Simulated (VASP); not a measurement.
# Fe (Im-3m) in VASP: further runs

The runs below take Fe through single point, with r2SCAN.

All numbers are computed with VASP 6.6.1; they aren't measurements. Logs are shortened: lines on timing, memory, paths and dates and some standing lists are left out, and cuts for length are marked.

### 1 The cell of the first run

It takes space group Im-3m (No. 229, cubic). Conventional cell: a = 2.730 Å, b = 2.730 Å, c = 2.730 Å, α = 90.00°, β = 90.00°, γ = 90.00°. Within 3.1 Å of Fe (site symmetry m-3m) lie 14 Fe at 2.36 to 2.73 Å.

### 2 Single point, r2SCAN

Contents of POSCAR:

```
Fe
1.0
   -1.3650158294      1.3650158294      1.3650158294
    1.3650158294     -1.3650158294      1.3650158294
    1.3650158294      1.3650158294     -1.3650158294
Fe
1
Direct
    0.0000000000      0.0000000000      0.0000000000
```

Contents of INCAR.step1:

```
SYSTEM = Fe
ALGO = Normal
EDIFF = 1E-5
ENCUT = 660
GGA = PE
GGA_COMPAT = .False.
ISMEAR = -1
LASPH = .True.
LCHARG = .False.
LREAL = .False.
LWAVE = .True.
NBANDS = 10
NELM = 120
PREC = Accurate
SIGMA = 0.3
```

Contents of INCAR.step2:

```
SYSTEM = Fe
ALGO = Normal
EDIFF = 1E-6
ENCUT = 660
GGA_COMPAT = .False.
ISIF = 2
ISMEAR = -1
ISTART = 1
LASPH = .True.
LCHARG = .True.
LELF = .True.
LMIXTAU = .True.
LREAL = .False.
LVHAR = .True.
LWAVE = .False.
METAGGA = R2SCAN
NBANDS = 10
NELM = 120
PREC = Accurate
SIGMA = 0.3
```

Contents of KPOINTS:

```
k-points
0
Gamma
  16 16 16
  0 0 0
```

Potentials or basis: VASP PAW PBE potentials, release 64 (Fe).

The run is started by

```console
$ cat potpaw_PBE.64/Fe/POTCAR > POTCAR
$ cp INCAR.step1 INCAR
$ mpirun -np 1 vasp_std > vasp.out
$ cp INCAR.step2 INCAR
$ mpirun -np 1 vasp_std > vasp.out
```

OUTCAR:

```text
SYSTEM = Fe
   EDIFF = 1E-6
   ENCUT = 660
   ISIF = 2
   ISMEAR = -1
   ISTART = 1
   LASPH = .True.
   LREAL = .False.
   METAGGA = R2SCAN
   NELM = 120
   PREC = Accurate

 ion  position               nearest neighbor table
   1  0.000  0.000  0.000-

  LATTYP: Found a body centered cubic cell.
 ALAT       =     2.7300316588

  Lattice vectors:

 A1 = (  -1.3650158294,   1.3650158294,   1.3650158294)
 A2 = (   1.3650158294,  -1.3650158294,   1.3650158294)
 A3 = (   1.3650158294,   1.3650158294,  -1.3650158294)

Analysis of symmetry for initial positions (statically):
=====================================================================
 Subroutine PRICEL returns:
 Original cell was already a primitive cell.

 Routine SETGRP: Setting up the symmetry group for a
 body centered cubic supercell.

 Subroutine GETGRP returns: Found 48 space group operations
 (whereof 48 operations were pure point group operations)
 out of a pool of 48 trial point group operations.

The static configuration has the point symmetry O_h .

Analysis of symmetry for dynamics (positions and initial velocities):
=====================================================================
 Subroutine PRICEL returns:
 Original cell was already a primitive cell.

 Routine SETGRP: Setting up the symmetry group for a
 body centered cubic supercell.

 Subroutine GETGRP returns: Found 48 space group operations
 (whereof 48 operations were pure point group operations)
 out of a pool of 48 trial point group operations.

The dynamic configuration has the point symmetry O_h .

 Subroutine INISYM returns: Found 48 space group operations
 (whereof 48 operations are pure point group operations),
 and found     1 'primitive' translations

----------------------------------------------------------------------------------------

                                     Primitive cell

  volume of cell :      10.1736

  direct lattice vectors                    reciprocal lattice vectors
    -1.365015829  1.365015829  1.365015829     0.000000000  0.366296118  0.366296118
     1.365015829 -1.365015829  1.365015829     0.366296118  0.000000000  0.366296118
     1.365015829  1.365015829 -1.365015829     0.366296118  0.366296118  0.000000000

  length of vectors
     2.364276770  2.364276770  2.364276770     0.518020939  0.518020939  0.518020939

  position of ions in fractional coordinates (direct lattice)
[... 75 lines left out ...]
   ENCUT  =  660.0 eV  48.51 Ry    6.96 a.u.   4.95  4.95  4.95*2*pi/ulx,y,z
   NELM   =    120;   NELMIN=  2; NELMDL=  0     # of ELM steps
   EDIFF  = 0.1E-05   stopping-criterion for ELM
   LREAL  =      F    real-space projection
   EDIFFG = 0.1E-04   stopping-criterion for IOM
   NSW    =      0    number of steps for IOM
   IBRION =     -1    ionic relax: 0-MD 1-quasi-New 2-CG
   NFREE  =      0    steps in history (QN), initial steepest desc. (CG)
   ISIF   =      2    stress and relaxation
   ISYM   =      2    0-nonsym 1-usesym 2-fastsym
   POTIM  = 0.5000    time-step for ionic-motion
   TEBEG  =    0.0;   TEEND  =   0.0 temperature during run
   PSTRESS=    0.0 pullay stress
   NELECT =       8.0000    total number of electrons
   NUPDOWN=      -1.0000    fix difference up-down
   EMIN   =  10.00;   EMAX   =-10.00  energy-range for DOS
   EFERMI =   0.00;   METHOD = LEGACY
   ISMEAR =    -1;   SIGMA  =   0.30  broadening in eV -4-tet -1-fermi 0-gaus
   EFERMI_NEDOS =   21; number of points for ismear=-14 and -15
   IALGO  =     38    algorithm
   IMIX   =      4    mixing-type and parameters
     AMIX     =   0.40;   BMIX     =  1.00
     AMIX_MAG =   1.60;   BMIX_MAG =  1.00
  volume/ion in A,a.u.               =      10.17        68.65
  Fermi-wavevector in a.u.,A,eV,Ry     =   1.511056  2.855481 31.066038  2.283289
  Thomas-Fermi vector in A             =   2.621164
   LORBIT       =      0    0 simple, 1 ext, 2 COOP (PROOUT), +10 PAW based schemes
   METAGGA = R2SCAN    functional components
   LHFCALC =     F    Hartree Fock is set to
   AEXX    =    0.0000 exact exchange contribution
   IVDW    =     0    specifies the selected vdW correction
   LEPSILON=     F    determine dielectric tensor
   LRPA    =     F    only Hartree local field effects (RPA)
 non-spin polarized calculation
  energy-cutoff  :      660.00
  volume of cell :       10.17
 maximum number of plane-waves:       403
   NGX =  9   NGY =  9   NGZ =  9

 number of electron       7.9999999 magnetization

 Free energy of the ion-electron system (eV)
  ---------------------------------------------------
  ext. energy  EPLUGINS =         0.00000000
  ---------------------------------------------------
  free energy    TOTEN  =       -13.67602150 eV

  energy without entropy =      -13.01605466  energy(sigma->0) =      -13.34603808

 E-fermi :   6.9758     XC(G=0): -15.0315

 val. band max:        6.9742388399   @ k =   0.3125   0.1250   0.0625
 cond. band min:       6.9785053513   @ k =   0.3750   0.0625   0.0625
 fundamental gap:      0.0042665114
 Fermi energy:         6.9758327514

 k-point     1 :       0.0000    0.0000    0.0000
  band No.  band energies     occupation
      1      -2.6237      2.00000
      2       5.0123      1.99713
      3       5.0123      1.99713
      4       5.0123      1.99713
      5       6.9992      0.96116
      6       6.9992      0.96116
      7      34.1305      0.00000
      8      34.1305      0.00000
      9      34.1305      0.00000
     10      40.2412      0.00000
[... 287 lines left out ...]
 k-point    24 :       0.2500    0.1875    0.0000
  band No.  band energies     occupation
      1       2.0940      2.00000
      2       3.8335      1.99994
      3       4.3375      1.99970
      4       6.6627      1.47918
      5       7.3499      0.44650
      6       8.9492      0.00278
      7      20.9981      0.00000
      8      23.3433      0.00000
      9      30.1873      0.00000
     10      35.6352      0.00000

 [... further k-points ...]
[... 5 lines left out ...]
  --------------------------------------------------------------------------------------
  -------------------------------------------------------------------------------------
  Total        0.3963288      0.3963288      0.3963288      0.0000000      0.0000000      0.0000000
  in kB       62.4156075     62.4156075     62.4156075      0.0000000      0.0000000      0.0000000
  external PRESSURE =      62.4156075 kB  Pullay stress =       0.0000000 kB

 VOLUME and BASIS-vectors are now :
 -----------------------------------------------------------------------------
  energy-cutoff  :      660.00
  volume of cell :       10.17
      direct lattice vectors                 reciprocal lattice vectors
    -1.365015829  1.365015829  1.365015829     0.000000000  0.366296118  0.366296118
     1.365015829 -1.365015829  1.365015829     0.366296118  0.000000000  0.366296118
     1.365015829  1.365015829 -1.365015829     0.366296118  0.366296118  0.000000000

 POSITION                                       TOTAL-FORCE (eV/Angst)
 -----------------------------------------------------------------------------------
      0.00000      0.00000      0.00000         0.000000     -0.000000     -0.000000
 -----------------------------------------------------------------------------------
    total drift:                                0.000000     -0.000000      0.000000

  FREE ENERGIE OF THE ION-ELECTRON SYSTEM (eV)
  ---------------------------------------------------
  free  energy   TOTEN  =       -13.6760214964 eV

  energy  without entropy=      -13.0160546560  energy(sigma->0) =      -13.34603808
```

OUTCAR.step1:

```text
SYSTEM = Fe
   EDIFF = 1E-5
   ENCUT = 660
   GGA = PE
   ISMEAR = -1
   LASPH = .True.
   LREAL = .False.
[... 527 lines left out ...]
 -----------------------------------------------------------------------------------
      0.00000      0.00000      0.00000         0.000000     -0.000000     -0.000000
 -----------------------------------------------------------------------------------
    total drift:                                0.000000     -0.000000     -0.000000

  FREE ENERGIE OF THE ION-ELECTRON SYSTEM (eV)
  ---------------------------------------------------
  free  energy   TOTEN  =        -8.1505349234 eV

  energy  without entropy=       -7.4748505429  energy(sigma->0) =       -7.81269273
```

OSZICAR.step1:

```text
N       E                     dE             d eps       ncg     rms          rms(c)
DAV:   1     0.203762568855E+02    0.20376E+02   -0.50263E+03  3052   0.127E+03
DAV:   2    -0.892200154703E+01   -0.29298E+02   -0.27599E+02  2926   0.146E+02
DAV:   3    -0.953022905108E+01   -0.60823E+00   -0.60409E+00  3202   0.262E+01
DAV:   4    -0.953280231101E+01   -0.25733E-02   -0.25728E-02  3096   0.157E+00
DAV:   5    -0.953282027623E+01   -0.17965E-04   -0.17965E-04  3152   0.128E-01    0.125E+01
DAV:   6    -0.824701577590E+01    0.12858E+01   -0.10145E+01  3120   0.509E+01    0.209E+00
DAV:   7    -0.816979380325E+01    0.77222E-01   -0.45064E-01  3186   0.105E+01    0.121E+00
DAV:   8    -0.815307945359E+01    0.16714E-01   -0.13859E-02  4334   0.115E+00    0.376E-01
DAV:   9    -0.815053225182E+01    0.25472E-02   -0.11888E-03  3060   0.341E-01    0.658E-02
DAV:  10    -0.815053492337E+01   -0.26715E-05   -0.60031E-06  2306   0.293E-02
   1 F= -.81505349E+01 E0= -.78126927E+01  d E =-.675684E+00
```

Wall time 32 s (1 thread of Intel Xeon Platinum 8559C (Emerald Rapids), shared host); peak memory 0.14 GiB.

Results:

| Quantity | Value |
| --- | --- |
| Free energy | -13.6760 eV |
| Pressure | 6.2 GPa |
| Band gap on the k mesh | zero (band 4 reaches 8.05 eV, above the bottom of band 5 at 5.92 eV) |

Levels at points of the mesh, in eV from the Fermi level:
```csv
k point,band 2,band 3,band 4,band 5,band 6,band 7
"(0.00, 0.00, 0.00)",-1.96,-1.96,-1.96,0.02,0.02,27.15
"(0.50, 0.00, 0.00)",-3.39,-0.02,0.30,0.36,1.41,9.19
"(0.50, 0.50, 0.50)",-5.06,1.07,1.07,1.07,11.31,11.31
```

Caveat: the PAW data sets were made with another functional, which shifts forces and pressure a little; the run has no spin polarisation, though such a crystal can be magnetic. Spin polarisation is off, so any magnetic state and its effect on volume and gap are missing.

(Part 1 of 2 ends here.)
